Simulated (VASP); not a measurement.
# GaN in VASP: notebook

Runs on GaN. Level: r2SCAN. Tasks: single point.

Program: VASP 6.6.1. These are calculated values, not measurements. Logs are shortened: lines on timing, memory, paths and dates and some standing lists are left out, and cuts for length are marked.

### Step 1. The cell of the first run

The structure is tetragonal, space group I4mm (No. 107). Conventional cell: a = 3.020 Å, b = 3.020 Å, c = 4.270 Å, α = 90.00°, β = 90.00°, γ = 90.00°. Ga (site symmetry 4mm) has 6 N at 2.09 to 2.18 Å within 2.8 Å. N (site symmetry 4mm) has 6 Ga at 2.09 to 2.18 Å within 2.8 Å.

### Step 2. Single point, r2SCAN (one atom moved)

Input file POSCAR:

```
GaN
1.0
    0.0000000000      2.1352350000      2.1352350000
    2.1352350000      0.0000000000      2.1352350000
    2.1352350000      2.1352350000      0.0000000000
Ga N
1 1
Direct
    0.0000000000      0.0000000000      0.0000000000
    0.5105374818      0.5105374818      0.4894625182
```

Input file INCAR.step1:

```
SYSTEM = GaN
PREC = Accurate
ENCUT = 520
ISMEAR = 0
SIGMA = 0.02
LREAL = .FALSE.
LASPH = .TRUE.
NELM = 60
NBANDS = 16
GGA = PE
ALGO = Normal
EDIFF = 1E-4
LWAVE = .TRUE.
LCHARG = .FALSE.
```

Input file INCAR.step2:

```
SYSTEM = GaN
PREC = Accurate
ENCUT = 520
EDIFF = 1E-6
ISMEAR = 0
SIGMA = 0.02
LREAL = .FALSE.
LASPH = .TRUE.
NELM = 60
ALGO = Normal
ISIF = 2
LWAVE = .FALSE.
LCHARG = .FALSE.
METAGGA = R2SCAN
LMIXTAU = .TRUE.
NBANDS = 16
ISTART = 1
```

Input file KPOINTS:

```
Automatic mesh
0
G
  12 12 12
  0 0 0
```

Potentials or basis: VASP PAW PBE potentials, release 64 (Ga_d, N).

The run is started by

```console
$ cat potpaw_PBE.64/Ga_d/POTCAR potpaw_PBE.64/N/POTCAR > POTCAR
$ cp INCAR.step1 INCAR
$ mpirun -np 1 vasp_std > vasp.out
$ cp INCAR.step2 INCAR
$ mpirun -np 1 vasp_std > vasp.out
```

OUTCAR:

```text
SYSTEM = GaN
   PREC = Accurate
   ENCUT = 520
   EDIFF = 1E-6
   ISMEAR = 0
   LREAL = .FALSE.
   LASPH = .TRUE.
   NELM = 60
   ISIF = 2
   METAGGA = R2SCAN
   ISTART = 1

 ion  position               nearest neighbor table
   1  0.000  0.000  0.000-   2 2.09   2 2.14   2 2.14   2 2.14   2 2.14   2 2.18
   2  0.511  0.511  0.489-   1 2.09   1 2.14   1 2.14   1 2.14   1 2.14   1 2.18

  LATTYP: Found a face centered cubic cell.
 ALAT       =     4.2704700000

  Lattice vectors:

 A1 = (   0.0000000000,   2.1352350000,   2.1352350000)
 A2 = (   2.1352350000,   0.0000000000,   2.1352350000)
 A3 = (   2.1352350000,   2.1352350000,   0.0000000000)

Analysis of symmetry for initial positions (statically):
=====================================================================
 Subroutine PRICEL returns:
 Original cell was already a primitive cell.

 Routine SETGRP: Setting up the symmetry group for a
 face centered cubic supercell.

 Subroutine GETGRP returns: Found  8 space group operations
 (whereof  8 operations were pure point group operations)
 out of a pool of 48 trial point group operations.

The static configuration has the point symmetry C_4v.

Analysis of symmetry for dynamics (positions and initial velocities):
=====================================================================
 Subroutine PRICEL returns:
 Original cell was already a primitive cell.

 Routine SETGRP: Setting up the symmetry group for a
 face centered cubic supercell.

 Subroutine GETGRP returns: Found  8 space group operations
 (whereof  8 operations were pure point group operations)
 out of a pool of 48 trial point group operations.

The dynamic configuration has the point symmetry C_4v.

 Subroutine INISYM returns: Found  8 space group operations
 (whereof  8 operations are pure point group operations),
 and found     1 'primitive' translations

----------------------------------------------------------------------------------------

                                     Primitive cell

  volume of cell :      19.4700

  direct lattice vectors                    reciprocal lattice vectors
     0.000000000  2.135235000  2.135235000    -0.234166263  0.234166263  0.234166263
     2.135235000  0.000000000  2.135235000     0.234166263 -0.234166263  0.234166263
     2.135235000  2.135235000  0.000000000     0.234166263  0.234166263 -0.234166263

  length of vectors
     3.019678296  3.019678296  3.019678296     0.405587864  0.405587864  0.405587864

  position of ions in fractional coordinates (direct lattice)
     0.000000000  0.000000000  0.000000000
     0.510537482  0.510537482  0.489462518

  ion indices of the primitive-cell ions
   primitive index   ion index
                 1           1
                 2           2

----------------------------------------------------------------------------------------

 KPOINTS: Automatic mesh

Automatic generation of k-mesh.
 Grid dimensions read from file:
 generate k-points for:   12   12   12

 Generating k-lattice:

  Cartesian coordinates                     Fractional coordinates (reciprocal lattice)
    -0.019513855  0.019513855  0.019513855     0.083333333  0.000000000  0.000000000
     0.019513855 -0.019513855  0.019513855     0.000000000  0.083333333  0.000000000
     0.019513855  0.019513855 -0.019513855     0.000000000  0.000000000  0.083333333

  Length of vectors
     0.033798989  0.033798989  0.033798989

  Shift w.r.t. Gamma in fractional coordinates (k-lattice)
     0.000000000  0.000000000  0.000000000

 Subroutine IBZKPT returns following result:
 ===========================================

 Found    163 irreducible k-points:

 Following reciprocal coordinates:
            Coordinates               Weight
  0.000000  0.000000  0.000000      1.000000
  0.083333  0.000000  0.000000      8.000000
  0.166667  0.000000  0.000000      8.000000
  0.250000  0.000000  0.000000      8.000000
  0.333333  0.000000  0.000000      8.000000
  0.416667  0.000000  0.000000      8.000000
[... 16 lines left out ...]
  0.000000 -0.333333  0.083333     16.000000
 -0.250000  0.083333  0.000000      8.000000
 [... further k-points ...]
   k-points           NKPTS =    163   k-points in BZ     NKDIM =    163   number of bands    NBANDS=     16
   number of dos      NEDOS =    301   number of ions     NIONS =      2
   total plane-waves  NPLWV =  13824
   dimension x,y,z NGX =    24 NGY =   24 NGZ =   24
   dimension x,y,z NGXF=    48 NGYF=   48 NGZF=   48
   ions per type =               1   1
   NGX,Y,Z   is equivalent  to a cutoff of  13.21, 13.21, 13.21 a.u.
   NGXF,Y,Z  is equivalent  to a cutoff of  26.43, 26.43, 26.43 a.u.
 SYSTEM =  GaN
   PREC   = accura    normal or accurate (medium, high low for compatibility)
   ISTART =      1    job   : 0-new  1-cont  2-samecut
   ICHARG =      0    charge: 1-file 2-atom 10-const
   ISPIN  =      1    spin polarized calculation?
   LNONCOLLINEAR =      F non collinear calculations
   LSORBIT =      F    spin-orbit coupling
   LASPH  =      T    aspherical Exc in radial PAW
   ENCUT  =  520.0 eV  38.22 Ry    6.18 a.u.   5.61  5.61  5.61*2*pi/ulx,y,z
   NELM   =     60;   NELMIN=  2; NELMDL=  0     # of ELM steps
   EDIFF  = 0.1E-05   stopping-criterion for ELM
   LREAL  =      F    real-space projection
   EDIFFG = 0.1E-04   stopping-criterion for IOM
   NSW    =      0    number of steps for IOM
   IBRION =     -1    ionic relax: 0-MD 1-quasi-New 2-CG
   NFREE  =      0    steps in history (QN), initial steepest desc. (CG)
   ISIF   =      2    stress and relaxation
   ISYM   =      2    0-nonsym 1-usesym 2-fastsym
   POTIM  = 0.5000    time-step for ionic-motion
   TEBEG  =    0.0;   TEEND  =   0.0 temperature during run
   PSTRESS=    0.0 pullay stress
   NELECT =      18.0000    total number of electrons
   NUPDOWN=      -1.0000    fix difference up-down
   EMIN   =  10.00;   EMAX   =-10.00  energy-range for DOS
   EFERMI =   0.00;   METHOD = LEGACY
   ISMEAR =     0;   SIGMA  =   0.02  broadening in eV -4-tet -1-fermi 0-gaus
   EFERMI_NEDOS =   21; number of points for ismear=-14 and -15
   IALGO  =     38    algorithm
   IMIX   =      4    mixing-type and parameters
     AMIX     =   0.40;   BMIX     =  1.00
     AMIX_MAG =   1.60;   BMIX_MAG =  1.00
  volume/ion in A,a.u.               =       9.74        65.70
  Fermi-wavevector in a.u.,A,eV,Ry     =   1.594814  3.013761 34.605481  2.543431
  Thomas-Fermi vector in A             =   2.692830
   LORBIT       =      0    0 simple, 1 ext, 2 COOP (PROOUT), +10 PAW based schemes
   METAGGA = R2SCAN    functional components
   LHFCALC =     F    Hartree Fock is set to
   AEXX    =    0.0000 exact exchange contribution
   IVDW    =     0    specifies the selected vdW correction
   LEPSILON=     F    determine dielectric tensor
   LRPA    =     F    only Hartree local field effects (RPA)
 non-spin polarized calculation
 Gauss-broadening in eV      SIGMA  =   0.02
  energy-cutoff  :      520.00
  volume of cell :       19.47
 maximum number of plane-waves:       544
   NGX = 11   NGY = 11   NGZ = 11

 number of electron      18.0000007 magnetization

 Free energy of the ion-electron system (eV)
  ---------------------------------------------------
  ext. energy  EPLUGINS =         0.00000000
  ---------------------------------------------------
  free energy    TOTEN  =       -20.96015461 eV

  energy without entropy =      -20.96015461  energy(sigma->0) =      -20.96015461

 E-fermi :   7.4699     XC(G=0): -13.9752

 val. band max:        7.2902888582   @ k =  -0.1667   0.1667   0.0000
 cond. band min:       8.1789114770   @ k =   0.0000   0.5000   0.5000
 fundamental gap:      0.8886226187
 Fermi energy:         7.4698521693

 k-point     1 :       0.0000    0.0000    0.0000
  band No.  band energies     occupation
      1     -10.4815      2.00000
      2      -7.1297      2.00000
      3      -7.1297      2.00000
      4      -7.1290      2.00000
      5      -7.0693      2.00000
      6      -7.0665      2.00000
[... 8 lines left out ...]
     15      23.7922      0.00000
     16      23.7923      0.00000

 k-point     2 :       0.0833    0.0000    0.0000
  band No.  band energies     occupation
      1     -10.3497      2.00000
      2      -7.1344      2.00000
      3      -7.1238      2.00000
      4      -7.1231      2.00000
      5      -7.0775      2.00000
      6      -7.0750      2.00000
[... 8 lines left out ...]
     15      23.7568      0.00000
     16      23.9003      0.00000

 k-point     3 :       0.1667    0.0000    0.0000
  band No.  band energies     occupation
      1      -9.9647      2.00000
      2      -7.1508      2.00000
      3      -7.1403      2.00000
      4      -7.1367      2.00000
      5      -7.0660      2.00000
      6      -7.0651      2.00000
[... 8 lines left out ...]
     15      24.4241      0.00000
     16      24.4365      0.00000

 k-point     4 :       0.2500    0.0000    0.0000
  band No.  band energies     occupation
      1      -9.3620      2.00000
      2      -7.1958      2.00000
      3      -7.1910      2.00000
      4      -7.1598      2.00000
      5      -7.0231      2.00000
      6      -7.0227      2.00000
[... 8 lines left out ...]
     15      25.7172      0.00000
     16      25.7220      0.00000
[... 324 lines left out ...]
 k-point    22 :      -0.3333    0.0833    0.0000
  band No.  band energies     occupation
      1      -8.3986      2.00000
      2      -7.2630      2.00000
      3      -7.2539      2.00000
      4      -7.1373      2.00000
      5      -6.9799      2.00000
      6      -6.8653      2.00000
[... 8 lines left out ...]
     15      27.0118      0.00000
     16      29.3623      0.00000

 k-point    23 :       0.0000   -0.3333    0.0833
  band No.  band energies     occupation
      1      -8.3972      2.00000
      2      -7.2637      2.00000
      3      -7.2539      2.00000
      4      -7.1377      2.00000
      5      -6.9801      2.00000
      6      -6.8659      2.00000
[... 8 lines left out ...]
     15      27.0169      0.00000
     16      29.3513      0.00000

 k-point    24 :      -0.2500    0.0833    0.0000
  band No.  band energies     occupation
      1      -9.0634      2.00000
      2      -7.2197      2.00000
      3      -7.2089      2.00000
      4      -7.1523      2.00000
      5      -7.0285      2.00000
      6      -6.9445      2.00000
[... 8 lines left out ...]
     15      25.1624      0.00000
     16      27.8003      0.00000

 [... further k-points ...]

------------------------ aborting loop because EDIFF is reached ----------------------------------------

  FORCE on cell =-STRESS in cart. coord.  units (eV):
  Direction    XX          YY          ZZ          XY          YZ          ZX
  --------------------------------------------------------------------------------------
  -------------------------------------------------------------------------------------
  Total       -0.9093817     -0.9093817     -0.8013299      0.0000000      0.0000000      0.0000000
  in kB      -74.8324164    -74.8324164    -65.9409026      0.0000000      0.0000000      0.0000000
  external PRESSURE =     -71.8685784 kB  Pullay stress =       0.0000000 kB

 VOLUME and BASIS-vectors are now :
 -----------------------------------------------------------------------------
  energy-cutoff  :      520.00
  volume of cell :       19.47
      direct lattice vectors                 reciprocal lattice vectors
     0.000000000  2.135235000  2.135235000    -0.234166263  0.234166263  0.234166263
     2.135235000  0.000000000  2.135235000     0.234166263 -0.234166263  0.234166263
     2.135235000  2.135235000  0.000000000     0.234166263  0.234166263 -0.234166263

 POSITION                                       TOTAL-FORCE (eV/Angst)
 -----------------------------------------------------------------------------------
      0.00000      0.00000      0.00000         0.000000      0.000000      0.086971
      2.13524      2.13524      2.18023         0.000000      0.000000     -0.086971
 -----------------------------------------------------------------------------------
    total drift:                               -0.000007     -0.000007     -0.010865

  FREE ENERGIE OF THE ION-ELECTRON SYSTEM (eV)
  ---------------------------------------------------
  free  energy   TOTEN  =       -20.9601546127 eV

  energy  without entropy=      -20.9601546127  energy(sigma->0) =      -20.96015461
```

It took 2.4 min on 1 thread of Intel Xeon 8259CL, shared host; peak memory 0.18 GiB.

Results:

```
Free energy            : -20.9602 eV
Pressure               : -7.2 GPa
Largest force          : 0.087 eV/Å
Band gap on the k mesh : 0.89 eV, indirect (least direct gap 2.91 eV)
```

Forces in eV/Å, atoms in the order of the input:
```
Ga   0.000  0.000  0.087
N    0.000  0.000 -0.087
```

Levels at points of the mesh, in eV from the valence-band top:
| k point | band 5 | band 6 | band 7 | band 8 | band 9 | band 10 | band 11 | band 12 | band 13 | band 14 |
| --- | --- | --- | --- | --- | --- | --- | --- | --- | --- | --- |
| (0.00, 0.00, 0.00) | -14.36 | -14.36 | -0.50 | -0.50 | -0.50 | 2.41 | 15.19 | 15.19 | 15.26 | 16.46 |
| (0.50, 0.00, 0.00) | -14.22 | -14.22 | -8.20 | -0.20 | -0.19 | 5.22 | 9.55 | 9.61 | 9.95 | 17.16 |
| (0.50, 0.50, 0.00) | -14.17 | -11.65 | -7.00 | -3.01 | -3.01 | 0.89 | 8.45 | 12.72 | 15.23 | 15.23 |
| (0.00, 0.50, 0.50) | -14.17 | -11.65 | -7.00 | -3.01 | -3.01 | 0.89 | 8.43 | 12.71 | 15.24 | 15.25 |

Caveat: the cell differs from its parent crystal (one atom moved); the PAW data sets were made with another functional, which shifts forces and pressure a little. A k mesh can miss the band edges.

[end of part 1 of 2]
